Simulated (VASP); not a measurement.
Crystal: SnO.

```xyz
4
Lattice="3.8137 0.0000 0.0000 0.0000 3.8137 0.0000 0.0000 0.0000 4.8869" Properties=species:S:1:pos:R:3 pbc="T T T"
Sn    1.9068    0.0000    3.7367
Sn    0.0000    1.9068    1.1503
O     0.0000    0.0000    0.0000
O     1.9068    1.9068    0.0000
```

* Program: VASP 6.6.1
* Task: relaxation of cell and atoms
* Functional: LDA
* Potentials or basis: VASP PAW LDA potentials, release 64 (Sn_d, O)
* Cutoff: 600 eV
* k mesh: 7 × 7 × 6
* Occupations: fermi-dirac, width 0.05 eV
* Spin: no spin polarisation

At the start: pressure -3.1 GPa; volume 17.77 Å³/atom.

Task: How do energy, volume and symmetry change on relaxing?

Result: Over 15 steps the energy falls by 11.1 meV/atom and the volume is 16.38 Å³/atom (-7.8 %); space group P4/nmm (No. 129, to 0.05 Å).

Step by step:
| step | energy change (eV) | largest force (eV/Å) | pressure (GPa) | volume (Å³) |
| --- | --- | --- | --- | --- |
| 1 | 0.0000 | 0.1316 | -3.09 | 71.08 |
| 2 | -0.0059 | 0.7179 | 2.41 | 67.61 |
| 3 | -0.0195 | 0.3156 | -0.19 | 69.16 |
| 4 | -0.0270 | 0.1945 | -0.18 | 68.53 |
| 5 | -0.0322 | 0.0188 | -0.14 | 67.60 |
| 6 | -0.0324 | 0.0252 | -0.15 | 67.36 |
| 7 | -0.0387 | 0.0166 | 0.12 | 66.65 |
| 8 | -0.0434 | 0.0744 | 0.58 | 65.56 |
| 9 | -0.0436 | 0.0852 | 0.70 | 65.33 |
| 10 | -0.0389 | 0.2689 | -1.46 | 65.89 |
| 11 | -0.0445 | 0.0179 | 0.05 | 65.49 |
| 12 | -0.0445 | 0.0224 | 0.08 | 65.50 |
| 13 | -0.0431 | 0.1465 | -0.69 | 65.70 |
| 14 | -0.0445 | 0.0214 | 0.00 | 65.50 |
| 15 | -0.0445 | 0.0042 | 0.07 | 65.52 |

Final structure:
```
CELL_PARAMETERS angstrom
3.76487 0.00000 0.00000
0.00000 3.76487 0.00000
0.00000 0.00000 4.62265
ATOMIC_POSITIONS crystal
Sn 0.50000 0.00000 0.75115
Sn 0.00000 0.50000 0.24885
O 0.00000 0.00000 0.00000
O 0.50000 0.50000 0.00000
```
